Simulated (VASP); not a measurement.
# Si4O7 (a cell with a defect) in VASP: notebook

The runs below take Si4O7 (a cell with a defect) through single point, with PBE.

All numbers are computed with VASP 6.6.1; they aren't measurements. Logs are shortened: lines on timing, memory, paths and dates and some standing lists are left out, and cuts for length are marked.

### 1 The cell of the first run

The cell holds a defect, 11 atoms: a = 5.018 Å, b = 5.018 Å, c = 5.018 Å, α = 106.70°, β = 106.70°, γ = 115.16°.

### 2 Single point, PBE

Input file INCAR:

```
ALGO = Normal ; EDIFF = 1E-6
ENCUT = 520 ; GGA = PE
ISIF = 2 ; ISMEAR = 0
LASPH = T ; LCHARG = F
LREAL = F ; LWAVE = F
NBANDS = 40 ; NELM = 80
PREC = Accurate ; SIGMA = 0.05
```

Input file KPOINTS:

```
k-points
0
Gamma
  6 6 6
```

Input file POSCAR:

```
Si4O7
1.0
    0.0000000000      4.2357990674     -2.6899428419
    0.0000000000     -4.2357990674     -2.6899428419
   -4.2357990674      0.0000000000      2.6899428419
Si O
4 7
Direct
    0.2500000000      0.7500000000      0.5000000000
    0.7500000000      0.2500000000      0.5000000000
    0.0000000000      0.0000000000      1.0000000000
    0.5000000000      0.5000000000      1.0000000000
    1.0000000000      0.3069827092      0.3069827092
    0.5569827092      0.7500000000      0.8069827092
    0.0569827092      0.2500000000      0.8069827092
    0.0000000000      0.6930172908      0.6930172908
    0.4373990506      0.0000000000      0.4373990506
    0.9430172908      0.7500000000      0.1930172908
    0.4430172908      0.2500000000      0.1930172908
```

Potentials or basis: VASP PAW PBE potentials, release 64 (Si, O).

Launch:

```console
> cat potpaw_PBE.64/Si/POTCAR potpaw_PBE.64/O/POTCAR > POTCAR
> mpirun -np 1 vasp_std > vasp.out
```

OUTCAR:

```text
EDIFF = 1E-6
   ENCUT = 520
   GGA = PE
   ISIF = 2
   ISMEAR = 0
   LASPH = T
   LREAL = F
   NELM = 80
   PREC = Accurate

 ion  position               nearest neighbor table
   1  0.250  0.750  0.500-   9 1.40   8 1.77   5 1.77   6 1.84  10 1.84   2 2.69   2 2.69
   2  0.750  0.250  0.500-   9 1.40   8 1.77   5 1.77   7 1.84  11 1.84   1 2.69   1 2.69
   3  0.000  0.000  0.000-   6 1.77   7 1.77  10 1.77  11 1.77   5 1.84   8 1.84   4 2.69   4 2.69

   4  0.500  0.500  0.000-   6 1.77   7 1.77  10 1.77  11 1.77   3 2.69   3 2.69
   5  0.000  0.307  0.307-   1 1.77   2 1.77   3 1.84
   6  0.557  0.750  0.807-   3 1.77   4 1.77   1 1.84
   7  0.057  0.250  0.807-   3 1.77   4 1.77   2 1.84
   8  0.000  0.693  0.693-   1 1.77   2 1.77   3 1.84
   9  0.437  0.000  0.437-   1 1.40   2 1.40
  10  0.943  0.750  0.193-   3 1.77   4 1.77   1 1.84
  11  0.443  0.250  0.193-   3 1.77   4 1.77   2 1.84

  LATTYP: Found a body centered tetragonal cell.
 ALAT       =     5.9903244886
 C/A-ratio  =     0.8980958701

  Lattice vectors:

 A1 = (   0.0000000000,   4.2357990674,  -2.6899428419)
 A2 = (   0.0000000000,  -4.2357990674,  -2.6899428419)
 A3 = (  -4.2357990674,   0.0000000000,   2.6899428419)

Analysis of symmetry for initial positions (statically):
=====================================================================
 Subroutine PRICEL returns:
 Original cell was already a primitive cell.

 Routine SETGRP: Setting up the symmetry group for a
 body centered tetragonal supercell.

 Subroutine GETGRP returns: Found  4 space group operations
 (whereof  4 operations were pure point group operations)
 out of a pool of 16 trial point group operations.

The static configuration has the point symmetry C_2v.

Analysis of symmetry for dynamics (positions and initial velocities):
=====================================================================
 Subroutine PRICEL returns:
 Original cell was already a primitive cell.

 Routine SETGRP: Setting up the symmetry group for a
 body centered tetragonal supercell.

 Subroutine GETGRP returns: Found  4 space group operations
 (whereof  4 operations were pure point group operations)
 out of a pool of 16 trial point group operations.

The dynamic configuration has the point symmetry C_2v.

 Subroutine INISYM returns: Found  4 space group operations
 (whereof  4 operations are pure point group operations),
 and found     1 'primitive' translations

----------------------------------------------------------------------------------------

                                     Primitive cell

  volume of cell :      96.5259

  direct lattice vectors                    reciprocal lattice vectors
     0.000000000  4.235799067 -2.689942842    -0.118041482  0.118041482 -0.185877556
     0.000000000 -4.235799067 -2.689942842    -0.118041482 -0.118041482 -0.185877556
    -4.235799067  0.000000000  2.689942842    -0.236082964  0.000000000  0.000000000

  length of vectors
     5.017747127  5.017747127  5.017747127     0.249836044  0.249836044  0.236082964

  position of ions in fractional coordinates (direct lattice)
     0.250000000  0.750000000  0.500000000
     0.750000000  0.250000000  0.500000000
     0.000000000  0.000000000  0.000000000
     0.500000000  0.500000000  0.000000000
     0.000000000  0.306982709  0.306982709
     0.556982709  0.750000000  0.806982709
     0.056982709  0.250000000  0.806982709
     0.000000000  0.693017291  0.693017291
     0.437399051  0.000000000  0.437399051
     0.943017291  0.750000000  0.193017291
     0.443017291  0.250000000  0.193017291

  ion indices of the primitive-cell ions
   primitive index   ion index
                 1           1
                 2           2
                 3           3
                 4           4
                 5           5
                 6           6
                 7           7
                 8           8
                 9           9
                10          10
                11          11

----------------------------------------------------------------------------------------

 KPOINTS: k-points

Automatic generation of k-mesh.
 Grid dimensions read from file:
 generate k-points for:    6    6    6

 Generating k-lattice:

  Cartesian coordinates                     Fractional coordinates (reciprocal lattice)
    -0.019673580  0.019673580 -0.030979593     0.166666667  0.000000000  0.000000000
    -0.019673580 -0.019673580 -0.030979593     0.000000000  0.166666667  0.000000000
    -0.039347161  0.000000000  0.000000000     0.000000000  0.000000000  0.166666667

  Length of vectors
     0.041639341  0.041639341  0.039347161

  Shift w.r.t. Gamma in fractional coordinates (k-lattice)
     0.000000000  0.000000000  0.000000000

 Subroutine IBZKPT returns following result:
 ===========================================

 Found     46 irreducible k-points:

 Following reciprocal coordinates:
            Coordinates               Weight
  0.000000  0.000000  0.000000      1.000000
  0.166667  0.000000 -0.000000      4.000000
  0.166667  0.000000 -0.166667      4.000000
  0.333333  0.000000  0.000000      4.000000
  0.333333  0.000000 -0.333333      4.000000
  0.500000 -0.000000  0.000000      2.000000
[... 16 lines left out ...]
 -0.333333 -0.166667 -0.333333      4.000000
 -0.166667  0.166667  0.166667      2.000000
 [... further k-points ...]
   k-points           NKPTS =     46   k-points in BZ     NKDIM =     46   number of bands    NBANDS=     40
   number of dos      NEDOS =    301   number of ions     NIONS =     11
   total plane-waves  NPLWV =  64000
   dimension x,y,z NGX =    40 NGY =   40 NGZ =   40
   dimension x,y,z NGXF=    80 NGYF=   80 NGZF=   80
   ions per type =               4   7
   NGX,Y,Z   is equivalent  to a cutoff of  13.25, 13.25, 13.25 a.u.
   NGXF,Y,Z  is equivalent  to a cutoff of  26.51, 26.51, 26.51 a.u.
 SYSTEM =  unknown system
   PREC   = accura    normal or accurate (medium, high low for compatibility)
   ISTART =      0    job   : 0-new  1-cont  2-samecut
   ICHARG =      2    charge: 1-file 2-atom 10-const
   ISPIN  =      1    spin polarized calculation?
   LNONCOLLINEAR =      F non collinear calculations
   LSORBIT =      F    spin-orbit coupling
   LASPH  =      T    aspherical Exc in radial PAW
   ENCUT  =  520.0 eV  38.22 Ry    6.18 a.u.   9.33  9.33  9.33*2*pi/ulx,y,z
   NELM   =     80;   NELMIN=  2; NELMDL= -5     # of ELM steps
   EDIFF  = 0.1E-05   stopping-criterion for ELM
   LREAL  =      F    real-space projection
   EDIFFG = 0.1E-04   stopping-criterion for IOM
   NSW    =      0    number of steps for IOM
   IBRION =     -1    ionic relax: 0-MD 1-quasi-New 2-CG
   NFREE  =      0    steps in history (QN), initial steepest desc. (CG)
   ISIF   =      2    stress and relaxation
   ISYM   =      2    0-nonsym 1-usesym 2-fastsym
   POTIM  = 0.5000    time-step for ionic-motion
   TEBEG  =    0.0;   TEEND  =   0.0 temperature during run
   PSTRESS=    0.0 pullay stress
   NELECT =      58.0000    total number of electrons
   NUPDOWN=      -1.0000    fix difference up-down
   EMIN   =  10.00;   EMAX   =-10.00  energy-range for DOS
   EFERMI =   0.00;   METHOD = LEGACY
   ISMEAR =     0;   SIGMA  =   0.05  broadening in eV -4-tet -1-fermi 0-gaus
   EFERMI_NEDOS =   21; number of points for ismear=-14 and -15
   IALGO  =     38    algorithm
   IMIX   =      4    mixing-type and parameters
     AMIX     =   0.40;   BMIX     =  1.00
     AMIX_MAG =   1.60;   BMIX_MAG =  1.00
  volume/ion in A,a.u.               =       8.78        59.22
  Fermi-wavevector in a.u.,A,eV,Ry     =   1.381453  2.610568 25.965543  1.908414
  Thomas-Fermi vector in A             =   2.506236
   LORBIT       =      0    0 simple, 1 ext, 2 COOP (PROOUT), +10 PAW based schemes
   GGA     = PE    functional components
   LHFCALC =     F    Hartree Fock is set to
   AEXX    =    0.0000 exact exchange contribution
   IVDW    =     0    specifies the selected vdW correction
   LEPSILON=     F    determine dielectric tensor
   LRPA    =     F    only Hartree local field effects (RPA)
 non-spin polarized calculation
 Gauss-broadening in eV      SIGMA  =   0.05
  energy-cutoff  :      520.00
  volume of cell :       96.53
 maximum number of plane-waves:      2644
 NGX is ok and might be reduce to    40
   NGX = 19   NGY = 19   NGZ = 19

 number of electron      58.0000014 magnetization

 Free energy of the ion-electron system (eV)
  ---------------------------------------------------
  ext. energy  EPLUGINS =         0.00000000
  ---------------------------------------------------
  free energy    TOTEN  =       -73.11942005 eV

  energy without entropy =      -73.11683449  energy(sigma->0) =      -73.11812727

 E-fermi :  10.9020     XC(G=0): -11.6571

 val. band max:       10.8861733092   @ k =  -0.3333  -0.3333   0.1667
 cond. band min:      10.9034753096   @ k =  -0.3333   0.3333   0.1667
 fundamental gap:      0.0173020004
 Fermi energy:        10.9020187617

 k-point     1 :       0.0000    0.0000    0.0000
  band No.  band energies     occupation
      1     -15.8609      2.00000
      2     -13.8410      2.00000
      3     -12.2351      2.00000
      4     -11.8824      2.00000
      5     -11.6147      2.00000
      6     -11.4543      2.00000
[... 32 lines left out ...]
     39      18.5323      0.00000
     40      18.7002      0.00000

 k-point     2 :       0.1667    0.0000   -0.0000
  band No.  band energies     occupation
      1     -15.7774      2.00000
      2     -13.8837      2.00000
      3     -12.3056      2.00000
      4     -12.1032      2.00000
      5     -11.6250      2.00000
      6     -11.2484      2.00000
[... 935 lines left out ...]
     39      18.0517      0.00000
     40      18.8210      0.00000

 k-point    24 :      -0.1667    0.1667    0.1667
  band No.  band energies     occupation
      1     -15.7754      2.00000
      2     -13.7128      2.00000
      3     -12.4523      2.00000
      4     -12.3054      2.00000
      5     -11.6562      2.00000
      6     -11.2034      2.00000
[... 32 lines left out ...]
     39      18.0551      0.00000
     40      18.6932      0.00000

 [... further k-points ...]
[... 5 lines left out ...]
  --------------------------------------------------------------------------------------
  -------------------------------------------------------------------------------------
  Total        8.2559976      8.2559976     48.8709176     -4.1847266      0.0000000      0.0000000
  in kB      137.0365416    137.0365416    811.1801731    -69.4598633      0.0000000      0.0000000
  external PRESSURE =     361.7510854 kB  Pullay stress =       0.0000000 kB

 VOLUME and BASIS-vectors are now :
 -----------------------------------------------------------------------------
  energy-cutoff  :      520.00
  volume of cell :       96.53
      direct lattice vectors                 reciprocal lattice vectors
     0.000000000  4.235799067 -2.689942842    -0.118041482  0.118041482 -0.185877556
     0.000000000 -4.235799067 -2.689942842    -0.118041482 -0.118041482 -0.185877556
    -4.235799067  0.000000000  2.689942842    -0.236082964  0.000000000  0.000000000

 POSITION                                       TOTAL-FORCE (eV/Angst)
 -----------------------------------------------------------------------------------
     -2.11790     -2.11790     -1.34497        -2.186803      2.186803     14.503698
     -2.11790      2.11790     -1.34497        -2.186803      2.186803    -14.503698
      0.00000      0.00000      0.00000        -0.303610      0.303610      0.000000
      0.00000      0.00000     -2.68994        -0.597925      0.597925      0.000000
     -1.30032     -1.30032      0.00000         0.066641      0.146497      0.000000
     -3.41822     -0.81758     -1.34497         1.301683     -1.301683     -1.364039
     -3.41822     -0.81758      1.34497         1.301683     -1.301683      1.364039
     -2.93548     -2.93548      0.00000        -0.146497     -0.066641      0.000000
     -1.85273      1.85273      0.00000        -0.209836      0.209836      0.000000
     -0.81758      0.81758     -4.03491         1.480733     -1.480733      2.043592
     -0.81758      0.81758     -1.34497         1.480733     -1.480733     -2.043592
 -----------------------------------------------------------------------------------
    total drift:                               -0.000298      0.000299      0.000000

  FREE ENERGIE OF THE ION-ELECTRON SYSTEM (eV)
  ---------------------------------------------------
  free  energy   TOTEN  =       -73.1194200535 eV

  energy  without entropy=      -73.1168344870  energy(sigma->0) =      -73.11812727
```

Run time: 4.5 min. Hardware: 1 thread of Intel Xeon 8259CL, shared host; peak memory 0.3 GiB.

What came out:

* Free energy: -73.1194 eV
* Pressure: 36.2 GPa
* Largest force: 14.830 eV/Å
* Band gap on the k mesh: zero (bands 29 and 30 overlap by 0.13 eV)

Forces in eV/Å, atoms in the order of the input:
```
Si   -2.187   2.187  14.504
Si   -2.187   2.187 -14.504
Si   -0.304   0.304   0.000
Si   -0.598   0.598   0.000
O     0.067   0.146   0.000
O     1.302  -1.302  -1.364
O     1.302  -1.302   1.364
O    -0.146  -0.067   0.000
O    -0.210   0.210   0.000
O     1.481  -1.481   2.044
O     1.481  -1.481  -2.044
```

Levels at points of the mesh, in eV from the Fermi level:
```csv
k point,band 27,band 28,band 29,band 30,band 31,band 32
"(0.00, 0.00, 0.00)",-4.98,-4.46,-2.05,0.14,2.31,2.65
"(0.50, 0.00, 0.00)",-5.46,-4.78,-0.32,0.81,1.83,2.27
"(0.50, 0.00, 0.50)",-5.06,-4.94,-0.26,0.61,1.54,2.26
"(0.50, 0.50, 0.00)",-5.51,-5.28,-0.58,0.33,3.34,3.63
"(0.50, 0.50, 0.50)",-5.83,-5.62,-0.14,1.19,1.95,3.07
```

Caveat: the cell differs from its parent crystal (atoms taken out, atom 9 moved 0.500 of the way to it and -0.375 Å across, host rigid).

### 3 Single point, PBE

Input file INCAR:

```
SYSTEM = Si4O7
  PREC = Accurate
  ENCUT = 520
  EDIFF = 1E-6
  ISMEAR = 0
  SIGMA = 0.05
  LREAL = .False.
  LASPH = .True.
  NELM = 60
  ALGO = Normal
  ISIF = 2
  LWAVE = .False.
  LCHARG = .True.
  GGA = PE
  LELF = .True.
  LVHAR = .True.
  NBANDS = 40
```

Input file KPOINTS:

```
Automatic mesh
0
Gamma
  6 6 6
  0 0 0
```

POSCAR: that of step 2 with these lines changed.

```diff
@@ -16,3 +16,3 @@
     0.0000000000      0.6930172908      0.6930172908
-    0.4373990506      0.0000000000      0.4373990506
+    0.5000000000      0.2412716135      0.7412716135
     0.9430172908      0.7500000000      0.1930172908
```

Potentials or basis: VASP PAW PBE potentials, release 64 (Si, O).

Launch:

```console
> cat potpaw_PBE.64/Si/POTCAR potpaw_PBE.64/O/POTCAR > POTCAR
> mpirun -np 1 vasp_std > vasp.out
```

Wall time 6.1 min (1 thread of Intel Xeon 8259CL, shared host); peak memory 0.3 GiB.

It converged, with:

```
Free energy            : -80.3479 eV
Pressure               : 2.8 GPa
Largest force          : 8.780 eV/Å
Band gap on the k mesh : 1.98 eV
```

Forces in eV/Å, atoms in the order of the input:
```
Si  -0.569 -0.569 -1.697
Si  -0.569 -0.569  1.697
Si  -0.106 -0.106  0.000
Si  -2.017 -2.017  0.000
O    0.207  0.207  0.000
O   -0.397 -1.159 -0.675
O   -0.397 -1.159  0.675
O   -0.042 -0.042  0.000
O    6.208  6.208  0.000
O   -1.159 -0.397 -0.675
O   -1.159 -0.397  0.675
```

Stress tensor (GPa, compression positive):
```
 5.87  4.44  0.00
 4.44  5.87  0.00
 0.00  0.00 -3.49
```

Levels at points of the mesh, in eV from the valence-band top:
```
           k point  band 27  band 28  band 29  band 30  band 31  band 32
(0.00, 0.00, 0.00)    -2.29    -2.26    -1.14     3.83     3.93     4.72
(0.50, 0.00, 0.00)    -2.18    -1.76    -0.11     3.40     3.65     6.28
(0.50, 0.00, 0.50)    -2.41    -1.74    -0.52     1.98     4.21     6.79
(0.50, 0.50, 0.00)    -2.55    -1.92    -0.53     2.69     4.84     6.62
(0.50, 0.50, 0.50)    -3.26    -2.83    -0.06     2.85     4.13     6.43
```

Caveat: the cell differs from its parent crystal (atoms taken out, atom 9 moved -0.125 of the way to it and +0.000 Å across, host rigid).
